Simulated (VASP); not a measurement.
Runs of VASP 6.6.1 on Au. The structure is that of space group P6_3/mmc (No. 194), or close to it. The cells are those of the table. This isn't the form of Au at room conditions, which is fcc.

```tsv
task	cell	cutoff (eV)	smearing	gap on the mesh (eV)	pressure (GPa)
single point	a = 2.880, b = 2.880, c = 4.837 Å, angles 90.0, 90.0, 120.0°, 2 atoms	500	fermi-dirac 0.15 eV	none	-3.5
single point	a = 2.892, b = 2.892, c = 4.844 Å, angles 90.0, 90.0, 120.0°, 2 atoms	520	gaussian 0.1 eV	none	(a)
single point	a = 2.838, b = 2.838, c = 4.736 Å, angles 90.0, 90.0, 120.0°, 2 atoms	520	gaussian 0.1 eV	none	5.4
relaxation of shape and atoms at fixed volume	relaxed from a = 2.749, b = 2.749, c = 4.580 Å, angles 90.0, 90.0, 120.0°, 2 atoms	600	gaussian 0.1 eV	none	31.5
relaxation of shape and atoms at fixed volume	relaxed from a = 2.844, b = 2.844, c = 4.767 Å, angles 90.0, 90.0, 120.0°, 2 atoms	500	fermi-dirac 0.15 eV	none	3.4
```

Alike in all rows: level PBEsol; potentials or basis VASP PAW PBE potentials, release 64 (Au); no spin polarisation; k mesh 18 × 18 × 10.

Problem. Estimate the missing entries.

Solution. (a) -4.9.

Caveats: the PAW data sets were made with another functional, which shifts forces and pressure a little; spin-orbit coupling is left out, which moves the levels of the heavy elements; the cell stands under tension (at least some runs); the cell stands under pressure (at least some runs).

A k mesh can miss the band edges, and the runs leave out spin-orbit coupling on Au.

A gap of «none» marks levels without a gap at the run's occupations.
